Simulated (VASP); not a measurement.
# Nb3Sn (Pm-3n) in VASP: single point with r2SCAN

Aim: the single point of Nb3Sn with r2SCAN.

All numbers are computed with VASP 6.6.1; they aren't measurements. Logs are shortened: lines on timing, memory, paths and dates and some standing lists are left out, and cuts for length are marked.

### 1 The cell of the first run

The structure is cubic, space group Pm-3n (No. 223). Conventional cell: a = 5.282 Å, b = 5.282 Å, c = 5.282 Å, α = 90.00°, β = 90.00°, γ = 90.00°. Nb (site symmetry -4m2) has 10 Nb at 2.64 to 3.23 Å and 4 Sn at 2.95 Å within 3.5 Å. Within 3.9 Å of Sn (site symmetry m-3) lie 12 Nb at 2.95 Å.

### 2 Single point, r2SCAN

POSCAR

```
Nb3Sn
1.0
    5.2821000000      0.0000000000      0.0000000000
    0.0000000000      5.2821000000      0.0000000000
    0.0000000000      0.0000000000      5.2821000000
Nb Sn
6 2
Direct
    0.2500000000      0.0000000000      0.5000000000
    0.5000000000      0.7500000000      0.0000000000
    0.7500000000      0.0000000000      0.5000000000
    0.5000000000      0.2500000000      0.0000000000
    0.0000000000      0.5000000000      0.7500000000
    0.0000000000      0.5000000000      0.2500000000
    0.0000000000      0.0000000000      0.0000000000
    0.5000000000      0.5000000000      0.5000000000
```

INCAR.step1

```
SYSTEM = Nb3Sn
PREC = Accurate ; ENCUT = 520
ISMEAR = 0 ; SIGMA = 0.1
LREAL = .FALSE. ; LASPH = .TRUE.
NELM = 100 ; NBANDS = 63
GGA = PE ; ALGO = Normal
EDIFF = 1E-4 ; LWAVE = .TRUE.
LCHARG = .FALSE.
```

INCAR.step2

```
SYSTEM = Nb3Sn
PREC = Accurate ; ENCUT = 520
EDIFF = 1E-6 ; ISMEAR = 0
SIGMA = 0.1 ; LREAL = .FALSE.
LASPH = .TRUE. ; NELM = 100
ALGO = Normal ; ISIF = 2
LWAVE = .FALSE. ; LCHARG = .TRUE.
METAGGA = R2SCAN ; LMIXTAU = .TRUE.
LELF = .TRUE. ; LVHAR = .TRUE.
NBANDS = 63 ; ISTART = 1
```

KPOINTS

```
Automatic mesh
0
G
  4 4 4
  0 0 0
```

Potentials or basis: VASP PAW PBE potentials, release 64 (Nb_sv, Sn_d).

The run is started by

```
$ cat potpaw_PBE.64/Nb_sv/POTCAR potpaw_PBE.64/Sn_d/POTCAR > POTCAR
$ cp INCAR.step1 INCAR
$ mpirun -np 1 vasp_std > vasp.out
$ cp INCAR.step2 INCAR
$ mpirun -np 1 vasp_std > vasp.out
```

OUTCAR:

```text
SYSTEM = Nb3Sn
   PREC = Accurate
   ENCUT = 520
   EDIFF = 1E-6
   ISMEAR = 0
   LREAL = .FALSE.
   LASPH = .TRUE.
   NELM = 100
   ISIF = 2
   METAGGA = R2SCAN
   ISTART = 1

 ion  position               nearest neighbor table
   1  0.250  0.000  0.500-   3 2.64   3 2.64   8 2.95   7 2.95   8 2.95   7 2.95
   2  0.500  0.750  0.000-   4 2.64   4 2.64   8 2.95   8 2.95   7 2.95   7 2.95
   3  0.750  0.000  0.500-   1 2.64   1 2.64   8 2.95   7 2.95   8 2.95   7 2.95
   4  0.500  0.250  0.000-   2 2.64   2 2.64   8 2.95   8 2.95   7 2.95   7 2.95
   5  0.000  0.500  0.750-   6 2.64   6 2.64   8 2.95   7 2.95   7 2.95   8 2.95
   6  0.000  0.500  0.250-   5 2.64   5 2.64   8 2.95   7 2.95   7 2.95   8 2.95
   7  0.000  0.000  0.000-   1 2.95   2 2.95   3 2.95   4 2.95   5 2.95   6 2.95   1 2.95   3 2.95
                             5 2.95   6 2.95   2 2.95   4 2.95
   8  0.500  0.500  0.500-   1 2.95   2 2.95   3 2.95   4 2.95   5 2.95   6 2.95   2 2.95   4 2.95
                             1 2.95   3 2.95   5 2.95   6 2.95

  LATTYP: Found a simple cubic cell.
 ALAT       =     5.2821000000

  Lattice vectors:

 A1 = (   5.2821000000,   0.0000000000,   0.0000000000)
 A2 = (   0.0000000000,   5.2821000000,   0.0000000000)
 A3 = (   0.0000000000,   0.0000000000,   5.2821000000)

Analysis of symmetry for initial positions (statically):
=====================================================================
 Subroutine PRICEL returns:
 Original cell was already a primitive cell.

 Routine SETGRP: Setting up the symmetry group for a
 simple cubic supercell.

 Subroutine GETGRP returns: Found 48 space group operations
 (whereof 24 operations were pure point group operations)
 out of a pool of 48 trial point group operations.

The static configuration has the point symmetry T_h .
 The point group associated with its full space group is O_h .

Analysis of symmetry for dynamics (positions and initial velocities):
=====================================================================
 Subroutine PRICEL returns:
 Original cell was already a primitive cell.

 Routine SETGRP: Setting up the symmetry group for a
 simple cubic supercell.

 Subroutine GETGRP returns: Found 48 space group operations
 (whereof 24 operations were pure point group operations)
 out of a pool of 48 trial point group operations.

The dynamic configuration has the point symmetry T_h .
 The point group associated with its full space group is O_h .

 Subroutine INISYM returns: Found 48 space group operations
[... 100 lines left out ...]
   ISIF   =      2    stress and relaxation
   ISYM   =      2    0-nonsym 1-usesym 2-fastsym
   POTIM  = 0.5000    time-step for ionic-motion
   TEBEG  =    0.0;   TEEND  =   0.0 temperature during run
   PSTRESS=    0.0 pullay stress
   NELECT =     106.0000    total number of electrons
   NUPDOWN=      -1.0000    fix difference up-down
   EMIN   =  10.00;   EMAX   =-10.00  energy-range for DOS
   EFERMI =   0.00;   METHOD = LEGACY
   ISMEAR =     0;   SIGMA  =   0.10  broadening in eV -4-tet -1-fermi 0-gaus
   EFERMI_NEDOS =   21; number of points for ismear=-14 and -15
   IALGO  =     38    algorithm
   IMIX   =      4    mixing-type and parameters
     AMIX     =   0.40;   BMIX     =  1.00
     AMIX_MAG =   1.60;   BMIX_MAG =  1.00
  volume/ion in A,a.u.               =      18.42       124.32
  Fermi-wavevector in a.u.,A,eV,Ry     =   1.466798  2.771845 29.272866  2.151495
  Thomas-Fermi vector in A             =   2.582492
   LORBIT       =      0    0 simple, 1 ext, 2 COOP (PROOUT), +10 PAW based schemes
   METAGGA = R2SCAN    functional components
   LHFCALC =     F    Hartree Fock is set to
   AEXX    =    0.0000 exact exchange contribution
   IVDW    =     0    specifies the selected vdW correction
   LEPSILON=     F    determine dielectric tensor
   LRPA    =     F    only Hartree local field effects (RPA)
 non-spin polarized calculation
 Gauss-broadening in eV      SIGMA  =   0.10
  energy-cutoff  :      520.00
  volume of cell :      147.37
 maximum number of plane-waves:      3984
 NGX is ok and might be reduce to    40
   NGX = 19   NGY = 19   NGZ = 19

 number of electron     106.0000023 magnetization

 Free energy of the ion-electron system (eV)
  ---------------------------------------------------
  ext. energy  EPLUGINS =         0.00000000
  ---------------------------------------------------
  free energy    TOTEN  =      -200.36298823 eV

  energy without entropy =     -200.29346479  energy(sigma->0) =     -200.32822651

 E-fermi :  11.4690     XC(G=0): -13.4966

 val. band max:       11.4355522166   @ k =   0.2500   0.0000   0.0000
 cond. band min:      11.4736103902   @ k =   0.5000   0.2500   0.2500
 fundamental gap:      0.0380581737
 Fermi energy:        11.4690153726

 k-point     1 :       0.0000    0.0000    0.0000
  band No.  band energies     occupation
      1     -44.9803      2.00000
      2     -44.8988      2.00000
      3     -44.8988      2.00000
      4     -44.6565      2.00000
      5     -44.6565      2.00000
      6     -44.6565      2.00000
[... 649 lines left out ...]
     62      14.0808      0.00000
     63      14.0809      0.00000

------------------------ aborting loop because EDIFF is reached ----------------------------------------

  FORCE on cell =-STRESS in cart. coord.  units (eV):
  Direction    XX          YY          ZZ          XY          YZ          ZX
  --------------------------------------------------------------------------------------
  -------------------------------------------------------------------------------------
  Total        1.6263643      1.6263643      1.6263643     -0.0000000      0.0000000      0.0000000
  in kB       17.6810704     17.6810704     17.6810704     -0.0000000      0.0000000      0.0000000
  external PRESSURE =      17.6810704 kB  Pullay stress =       0.0000000 kB

 VOLUME and BASIS-vectors are now :
 -----------------------------------------------------------------------------
  energy-cutoff  :      520.00
  volume of cell :      147.37
      direct lattice vectors                 reciprocal lattice vectors
     5.282100000  0.000000000  0.000000000     0.189318642  0.000000000  0.000000000
     0.000000000  5.282100000  0.000000000     0.000000000  0.189318642  0.000000000
     0.000000000  0.000000000  5.282100000     0.000000000  0.000000000  0.189318642

 POSITION                                       TOTAL-FORCE (eV/Angst)
 -----------------------------------------------------------------------------------
      1.32052      0.00000      2.64105        -0.000000      0.000000      0.000000
      2.64105      3.96157      0.00000        -0.000000     -0.000000     -0.000000
      3.96157      0.00000      2.64105         0.000000     -0.000000     -0.000000
      2.64105      1.32052      0.00000         0.000000      0.000000      0.000000
      0.00000      2.64105      3.96157        -0.000000      0.000000     -0.000000
      0.00000      2.64105      1.32052         0.000000     -0.000000      0.000000
      0.00000      0.00000      0.00000         0.000000      0.000000      0.000000
      2.64105      2.64105      2.64105         0.000000      0.000000      0.000000
 -----------------------------------------------------------------------------------
    total drift:                                0.000000     -0.000000      0.000000

  FREE ENERGIE OF THE ION-ELECTRON SYSTEM (eV)
  ---------------------------------------------------
  free  energy   TOTEN  =      -200.3629882268 eV

  energy  without entropy=     -200.2934647932  energy(sigma->0) =     -200.32822651
```

OUTCAR.step1:

```text
SYSTEM = Nb3Sn
   PREC = Accurate
   ENCUT = 520
   ISMEAR = 0
   LREAL = .FALSE.
   LASPH = .TRUE.
[... 892 lines left out ...]
      0.00000      2.64105      1.32052         0.000000      0.000000     -0.000000
      0.00000      0.00000      0.00000        -0.000000     -0.000000     -0.000000
      2.64105      2.64105      2.64105        -0.000000     -0.000000     -0.000000
 -----------------------------------------------------------------------------------
    total drift:                                0.000000     -0.000000      0.000000

  FREE ENERGIE OF THE ION-ELECTRON SYSTEM (eV)
  ---------------------------------------------------
  free  energy   TOTEN  =       -70.3850043549 eV

  energy  without entropy=      -70.3172113784  energy(sigma->0) =      -70.35110787
```

Run time: 4.7 min. Hardware: 1 thread of AMD EPYC 7R13 (Zen 3), shared host; peak memory 0.26 GiB.

Results:

```yaml
Free_energy: -200.3630 eV
Pressure: 1.8 GPa
Band_gap_on_the_k_mesh: zero (bands 53 and 54 overlap by 0.61 eV)
```

Levels at points of the mesh, in eV from the Fermi level:
| k point | band 50 | band 51 | band 52 | band 53 | band 54 | band 55 | band 56 | band 57 |
| --- | --- | --- | --- | --- | --- | --- | --- | --- |
| (0.00, 0.00, 0.00) | -0.67 | -0.67 | -0.67 | -0.11 | -0.11 | 2.57 | 2.57 | 2.57 |
| (0.50, 0.00, 0.00) | -1.09 | -0.96 | -0.96 | -0.46 | -0.46 | 1.57 | 1.57 | 2.34 |
| (0.50, 0.50, 0.00) | 0.06 | 0.08 | 0.15 | 0.15 | 0.60 | 0.60 | 0.63 | 0.74 |
| (0.50, 0.50, 0.50) | 0.04 | 0.04 | 0.04 | 0.04 | 0.04 | 0.04 | 0.04 | 0.04 |

Caveat: the PAW data sets were made with another functional, which shifts forces and pressure a little; spin-orbit coupling is left out, which moves the levels of the heavy elements.
